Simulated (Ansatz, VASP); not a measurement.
This is a calculation of O for Ansatz 0.2.0.

Contents of input.yaml:

```yaml
crystal:
  lattice:
    - [2.8889256149, -1.6842923427, 0.0]
    - [2.8889256149, 1.6842923427, 0.0]
    - [-2.4260014827, 0.0, 3.6950431885]
  atoms:
    - { symbol: O, position: [0.97454617, 0.97454617, 0.84442598] }
    - { symbol: O, position: [0.02545383, 0.02545383, 0.15557402] }
hamiltonian:
  xc: lda
  pseudopotentials: { kind: paw }
kpoints:
  mp_grid: { grid: [10, 10, 7] }
scf:
  occupations: { method: fermi_dirac, width: 0.05 }
output:
  forces: true
  stress: true
  eigenvalues: true
```

Potentials or basis: Ansatz PAW.

Command:

```bash
$ ansatz run input.yaml --threads 2 --pin off --max-ram 5632MiB --backend cpu --events-out ev --progress --plain --runs-dir out
```

**Question.** Translate it to VASP 6.6.1. Potentials there: VASP PAW LDA potentials, release 64 (O).

**Answer.** As run (the cutoff follows the program's own potentials):

The input INCAR:

```
ALGO = Normal
EDIFF = 1E-7
ENCUT = 520
ISIF = 2
ISMEAR = -1
LASPH = True
LCHARG = False
LREAL = False
LWAVE = False
NBANDS = 13
NELM = 60
PREC = Accurate
SIGMA = 0.05
```

Contents of KPOINTS:

```
k-points
0
Gamma
  10 10 7
```

The input POSCAR:

```
O
1.0
    2.8889256149     -1.6842923427      0.0000000000
    2.8889256149      1.6842923427      0.0000000000
   -2.4260014827      0.0000000000      3.6950431885
O
2
Direct
    0.9745461700      0.9745461700      0.8444259800
    0.0254538300      0.0254538300      0.1555740200
```

Potentials or basis: VASP PAW LDA potentials, release 64 (O).

The run is started by

```sh
$ cat potpaw_LDA.64/O/POTCAR > POTCAR
$ mpirun -np 1 vasp_std > vasp.out
```

Both were run:

|  | VASP | Ansatz | Ansatz less VASP |
| --- | --- | --- | --- |
| gap on the k mesh at the Fermi level (eV) | none | none | - |
| pressure (GPa) | -5.9 | -8.0 | -2.11 |
| traceless stress, the component that is largest in VASP (GPa) | -3.68 | -7.44 | -3.760 |
| rms of the force components (eV/Å) | 0.680 | 1.424 | +0.7439 |

LDA's correlation is that of Perdew and Zunger in VASP and of Perdew and Wang (1992) in Ansatz. Atom by atom the forces differ by 0.746 eV/Å (rms over components). A gap of «none» marks a metal or a gap that the smearing closes.

Noted on VASP's run: the standard files for N, O and F lose accuracy on very short bonds; spin is off for a triplet molecule. Noted on Ansatz's run: Pulay correction over one GPa; spin is off for a triplet molecule.
